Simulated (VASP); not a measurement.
# Br (Im-3m) in VASP: notebook

The runs below take Br through relaxation of cell and atoms, single point, with PBE.

Everything below comes from runs of VASP 6.6.1. Logs are shortened: lines on timing, memory, paths and dates and some standing lists are left out, and cuts for length are marked.

**1. The cell of the first run**

Symmetry: Im-3m, No. 229, cubic system. The conventional cell has a = 3.766 Å, b = 3.766 Å, c = 3.766 Å, α = 90.00°, β = 90.00°, γ = 90.00°. Br (site symmetry m-3m) has 14 Br at 3.26 to 3.77 Å within 4.3 Å.

**2. Relaxation of cell and atoms, PBE**

The input, INCAR:

```
SYSTEM = Br
ALGO = Normal
EDIFF = 1E-6
EDIFFG = -0.01
ENCUT = 600
GGA = PE
IBRION = 2
ISIF = 3
ISMEAR = -1
LASPH = .True.
LCHARG = .False.
LREAL = .False.
LWAVE = .False.
NELM = 60
NSW = 80
PREC = Accurate
SIGMA = 0.05
```

The input, KPOINTS:

```
k-points
0
Gamma
  15 15 15
  0 0 0
```

The input, POSCAR:

```
Br
1.0
   -1.8827674401      1.8827674401      1.8827674401
    1.8827674401     -1.8827674401      1.8827674401
    1.8827674401      1.8827674401     -1.8827674401
Br
1
Direct
    0.0000000000      0.0000000000      0.0000000000
```

Potentials or basis: VASP PAW PBE potentials, release 64 (Br).

Run with:

```sh
$ cat potpaw_PBE.64/Br/POTCAR > POTCAR
$ mpirun -np 1 vasp_std > vasp.out
```

OUTCAR:

```text
SYSTEM = Br
   EDIFF = 1E-6
   EDIFFG = -0.01
   ENCUT = 600
   GGA = PE
   IBRION = 2
   ISIF = 3
   ISMEAR = -1
   LASPH = .True.
   LREAL = .False.
   NELM = 60
   NSW = 80
   PREC = Accurate

 ion  position               nearest neighbor table
   1  0.000  0.000  0.000-

  LATTYP: Found a body centered cubic cell.
 ALAT       =     3.7655348802

  Lattice vectors:

 A1 = (  -1.8827674401,   1.8827674401,   1.8827674401)
 A2 = (   1.8827674401,  -1.8827674401,   1.8827674401)
 A3 = (   1.8827674401,   1.8827674401,  -1.8827674401)

Analysis of symmetry for initial positions (statically):
=====================================================================
 Subroutine PRICEL returns:
 Original cell was already a primitive cell.

 Routine SETGRP: Setting up the symmetry group for a
 body centered cubic supercell.

 Subroutine GETGRP returns: Found 48 space group operations
 (whereof 48 operations were pure point group operations)
 out of a pool of 48 trial point group operations.

The static configuration has the point symmetry O_h .

Analysis of symmetry for dynamics (positions and initial velocities):
=====================================================================
 Subroutine PRICEL returns:
 Original cell was already a primitive cell.

 Routine SETGRP: Setting up the symmetry group for a
 body centered cubic supercell.

 Subroutine GETGRP returns: Found 48 space group operations
 (whereof 48 operations were pure point group operations)
 out of a pool of 48 trial point group operations.

The dynamic configuration has the point symmetry O_h .

 Subroutine INISYM returns: Found 48 space group operations
 (whereof 48 operations are pure point group operations),
 and found     1 'primitive' translations

----------------------------------------------------------------------------------------

                                     Primitive cell

  volume of cell :      26.6962

  direct lattice vectors                    reciprocal lattice vectors
    -1.882767440  1.882767440  1.882767440     0.000000000  0.265566522  0.265566522
     1.882767440 -1.882767440  1.882767440     0.265566522  0.000000000  0.265566522
     1.882767440  1.882767440 -1.882767440     0.265566522  0.265566522  0.000000000

  length of vectors
     3.261048865  3.261048865  3.261048865     0.375567777  0.375567777  0.375567777

  position of ions in fractional coordinates (direct lattice)
     0.000000000  0.000000000  0.000000000

  ion indices of the primitive-cell ions
   primitive index   ion index
                 1           1

----------------------------------------------------------------------------------------

 KPOINTS: k-points

Automatic generation of k-mesh.
 Grid dimensions read from file:
 generate k-points for:   15   15   15

 Generating k-lattice:

  Cartesian coordinates                     Fractional coordinates (reciprocal lattice)
     0.000000000  0.017704435  0.017704435     0.066666667  0.000000000  0.000000000
     0.017704435  0.000000000  0.017704435     0.000000000  0.066666667  0.000000000
     0.017704435  0.017704435  0.000000000     0.000000000  0.000000000  0.066666667

  Length of vectors
     0.025037852  0.025037852  0.025037852

  Shift w.r.t. Gamma in fractional coordinates (k-lattice)
     0.000000000  0.000000000  0.000000000

 Subroutine IBZKPT returns following result:
 ===========================================

 Found    120 irreducible k-points:

 Following reciprocal coordinates:
            Coordinates               Weight
  0.000000  0.000000  0.000000      1.000000
  0.066667  0.000000  0.000000     12.000000
  0.133333  0.000000  0.000000     12.000000
  0.200000  0.000000  0.000000     12.000000
  0.266667  0.000000  0.000000     12.000000
  0.333333  0.000000  0.000000     12.000000
[... 16 lines left out ...]
  0.333333  0.200000  0.000000     48.000000
  0.400000  0.200000  0.000000     24.000000
 [... further k-points ...]
   k-points           NKPTS =    120   k-points in BZ     NKDIM =    120   number of bands    NBANDS=      7
   number of dos      NEDOS =    301   number of ions     NIONS =      1
   total plane-waves  NPLWV =  21952
   dimension x,y,z NGX =    28 NGY =   28 NGZ =   28
   dimension x,y,z NGXF=    56 NGYF=   56 NGZF=   56
   ions per type =               1
   NGX,Y,Z   is equivalent  to a cutoff of  14.27, 14.27, 14.27 a.u.
   NGXF,Y,Z  is equivalent  to a cutoff of  28.55, 28.55, 28.55 a.u.
 SYSTEM =  Br
   PREC   = accura    normal or accurate (medium, high low for compatibility)
   ISTART =      0    job   : 0-new  1-cont  2-samecut
   ICHARG =      2    charge: 1-file 2-atom 10-const
   ISPIN  =      1    spin polarized calculation?
   LNONCOLLINEAR =      F non collinear calculations
   LSORBIT =      F    spin-orbit coupling
   LASPH  =      T    aspherical Exc in radial PAW
   ENCUT  =  600.0 eV  44.10 Ry    6.64 a.u.   6.51  6.51  6.51*2*pi/ulx,y,z
   NELM   =     60;   NELMIN=  2; NELMDL= -5     # of ELM steps
   EDIFF  = 0.1E-05   stopping-criterion for ELM
   LREAL  =      F    real-space projection
   EDIFFG = -.1E-01   stopping-criterion for IOM
   NSW    =     80    number of steps for IOM
   IBRION =      2    ionic relax: 0-MD 1-quasi-New 2-CG
   NFREE  =      1    steps in history (QN), initial steepest desc. (CG)
   ISIF   =      3    stress and relaxation
   ISYM   =      2    0-nonsym 1-usesym 2-fastsym
   POTIM  = 0.5000    time-step for ionic-motion
   TEBEG  =    0.0;   TEEND  =   0.0 temperature during run
   PSTRESS=    0.0 pullay stress
   NELECT =       7.0000    total number of electrons
   NUPDOWN=      -1.0000    fix difference up-down
   EMIN   =  10.00;   EMAX   =-10.00  energy-range for DOS
   EFERMI =   0.00;   METHOD = LEGACY
   ISMEAR =    -1;   SIGMA  =   0.05  broadening in eV -4-tet -1-fermi 0-gaus
   EFERMI_NEDOS =   21; number of points for ismear=-14 and -15
   IALGO  =     38    algorithm
   IMIX   =      4    mixing-type and parameters
     AMIX     =   0.40;   BMIX     =  1.00
     AMIX_MAG =   1.60;   BMIX_MAG =  1.00
  volume/ion in A,a.u.               =      26.70       180.16
  Fermi-wavevector in a.u.,A,eV,Ry     =   1.047830  1.980112 14.938486  1.097948
  Thomas-Fermi vector in A             =   2.182726
   LORBIT       =      0    0 simple, 1 ext, 2 COOP (PROOUT), +10 PAW based schemes
   GGA     = PE    functional components
   LHFCALC =     F    Hartree Fock is set to
   AEXX    =    0.0000 exact exchange contribution
   IVDW    =     0    specifies the selected vdW correction
   LEPSILON=     F    determine dielectric tensor
   LRPA    =     F    only Hartree local field effects (RPA)
 conjugate gradient relaxation of ions
 non-spin polarized calculation
  energy-cutoff  :      600.00
  volume of cell :       26.70
 maximum number of plane-waves:       935
 NGX is ok and might be reduce to    28
   NGX = 13   NGY = 13   NGZ = 13

 number of electron       6.9999999 magnetization

 Free energy of the ion-electron system (eV)
  ---------------------------------------------------
  ext. energy  EPLUGINS =         0.00000000
  ---------------------------------------------------
  free energy    TOTEN  =        -1.01946573 eV

  energy without entropy =       -1.00259457  energy(sigma->0) =       -1.01103015

 E-fermi :   1.5374     XC(G=0):  -9.2451

 val. band max:        1.5329298395   @ k =   0.2000   0.1333   0.0667
 cond. band min:       1.5416356558   @ k =  -0.4000  -0.4000   0.0667
 fundamental gap:      0.0087058162
 Fermi energy:         1.5373626912

 k-point     1 :       0.0000    0.0000    0.0000
  band No.  band energies     occupation
      1     -13.7837      2.00000
      2       2.2504      0.00000
      3       2.2504      0.00000
      4       2.2504      0.00000
      5       9.3297      0.00000
      6      14.2063      0.00000
      7      14.2063      0.00000

 k-point     2 :       0.0667    0.0000    0.0000
  band No.  band energies     occupation
      1     -13.7344      2.00000
      2       1.9237      0.00088
      3       2.1694      0.00001
      4       2.2399      0.00000
      5       9.6447      0.00000
      6      13.9562      0.00000
      7      14.0790      0.00000

 k-point     3 :       0.1333    0.0000    0.0000
  band No.  band energies     occupation
      1     -13.5910      2.00000
      2       1.1125      1.99959
      3       1.9515      0.00051
      4       2.2097      0.00000
      5      10.3211      0.00000
      6      13.3835      0.00000
      7      13.6571      0.00000

 k-point     4 :       0.2000    0.0000    0.0000
  band No.  band energies     occupation
      1     -13.3674      2.00000
      2       0.0969      2.00000
      3       1.6555      0.17211
      4       2.1643      0.00001
      5      10.6645      0.00000
      6      12.7407      0.00000
      7      13.5562      0.00000

 k-point     5 :       0.2667    0.0000    0.0000
  band No.  band energies     occupation
      1     -13.0889      2.00000
      2      -0.9274      2.00000
      3       1.3456      1.95770
      4       2.1107      0.00002
      5      10.3103      0.00000
      6      12.1601      0.00000
      7      14.2751      0.00000
[... 161 lines left out ...]
 k-point    22 :       0.2667    0.2000   -0.0000
  band No.  band energies     occupation
      1     -12.4903      2.00000
      2      -2.0580      2.00000
      3       0.0176      2.00000
      4       1.6013      0.43550
      5      10.7452      0.00000
      6      12.1348      0.00000
      7      14.5939      0.00000

 k-point    23 :       0.3333    0.2000    0.0000
  band No.  band energies     occupation
      1     -12.3182      2.00000
      2      -2.3557      2.00000
      3      -0.3232      2.00000
      4       1.5433      0.94067
      5      10.5377      0.00000
      6      12.2470      0.00000
      7      14.9749      0.00000

 k-point    24 :       0.4000    0.2000    0.0000
  band No.  band energies     occupation
      1     -12.2549      2.00000
      2      -2.4619      2.00000
      3      -0.4418      2.00000
      4       1.5235      1.13756
      5      10.4608      0.00000
      6      12.2944      0.00000
      7      15.1568      0.00000

 [... further k-points ...]

------------------------ aborting loop because EDIFF is reached ----------------------------------------

  FORCE on cell =-STRESS in cart. coord.  units (eV):
  Direction    XX          YY          ZZ          XY          YZ          ZX
  --------------------------------------------------------------------------------------
  -------------------------------------------------------------------------------------
  Total        0.0029875      0.0029875      0.0029875     -0.0000000     -0.0000000      0.0000000
  in kB        0.1792934      0.1792934      0.1792934     -0.0000000     -0.0000000      0.0000000
  external PRESSURE =       0.1792934 kB  Pullay stress =       0.0000000 kB

 VOLUME and BASIS-vectors are now :
 -----------------------------------------------------------------------------
  energy-cutoff  :      600.00
  volume of cell :       26.70
      direct lattice vectors                 reciprocal lattice vectors
    -1.882767440  1.882767440  1.882767440     0.000000000  0.265566522  0.265566522
     1.882767440 -1.882767440  1.882767440     0.265566522  0.000000000  0.265566522
     1.882767440  1.882767440 -1.882767440     0.265566522  0.265566522  0.000000000

 POSITION                                       TOTAL-FORCE (eV/Angst)
 -----------------------------------------------------------------------------------
      0.00000      0.00000      0.00000        -0.000000     -0.000000      0.000000
 -----------------------------------------------------------------------------------
    total drift:                               -0.000000      0.000000     -0.000000

  FREE ENERGIE OF THE ION-ELECTRON SYSTEM (eV)
  ---------------------------------------------------
  free  energy   TOTEN  =        -1.0194657268 eV

  energy  without entropy=       -1.0025945739  energy(sigma->0) =       -1.01103015

 reached required accuracy - stopping structural energy minimisation
```

It took 36 s on 1 thread of Intel Xeon 8259CL, shared host; peak memory 0.17 GiB.

Results:

```
Free energy             : -1.0195 eV
Pressure after relaxing : 0.0 GPa
Band gap on the k mesh  : zero (an odd number of electrons rules out a gap without spin polarisation)
```

Final structure:
```cif
data_structure
_symmetry_space_group_name_H-M 'P 1'
_symmetry_Int_Tables_number 1
_cell_length_a 3.2610
_cell_length_b 3.2610
_cell_length_c 3.2610
_cell_angle_alpha 109.471
_cell_angle_beta 109.471
_cell_angle_gamma 109.471
_cell_volume 26.70
loop_
_atom_site_label
_atom_site_type_symbol
_atom_site_fract_x
_atom_site_fract_y
_atom_site_fract_z
_atom_site_occupancy
Br1 Br 0.00000 0.00000 0.00000 1
```

Caveat: the relaxation stopped at its first step, so nothing moved; an odd number of electrons without spin polarisation forces a metal; a magnetic or distorted state may lie lower.

**3. Single point, PBE**

This run uses another cell than the first one, of 26.30 Å³/atom.

The input, INCAR:

```
PREC = Accurate ; ENCUT = 520
EDIFF = 1E-6 ; ISMEAR = -1
SIGMA = 0.05 ; LREAL = F
LASPH = T ; NELM = 80
ALGO = Normal ; ISIF = 2
LWAVE = F ; LCHARG = F
GGA = PE ; NBANDS = 10
```

The input, KPOINTS:

```
Automatic mesh
0
Gamma
  15 15 15
```

The input, POSCAR:

```
Br
1.0
   -1.8733061375      1.8733061375      1.8733061375
    1.8733061375     -1.8733061375      1.8733061375
    1.8733061375      1.8733061375     -1.8733061375
Br
1
Direct
    0.0000000000      0.0000000000      0.0000000000
```

Potentials or basis: VASP PAW PBE potentials, release 64 (Br).

Run with:

```sh
$ cat potpaw_PBE.64/Br/POTCAR > POTCAR
$ mpirun -np 1 vasp_std > vasp.out
```

It took 8.8 s on 1 thread of Intel Xeon Platinum 8375C at 2.90GHz (Ice Lake), shared host; peak memory 0.15 GiB.

The run converged. Its results:

* Free energy: -1.0188 eV
* Pressure: 0.5 GPa
* Band gap on the k mesh: zero (an odd number of electrons rules out a gap without spin polarisation)

Levels at points of the mesh, in eV from the Fermi level:
| k point | band 2 | band 3 | band 4 | band 5 | band 6 | band 7 |
| --- | --- | --- | --- | --- | --- | --- |
| (0.00, 0.00, 0.00) | 0.73 | 0.73 | 0.73 | 7.87 | 12.68 | 12.68 |

Caveat: an odd number of electrons without spin polarisation forces a metal; a magnetic or distorted state may lie lower.

[end of part 1 of 2]
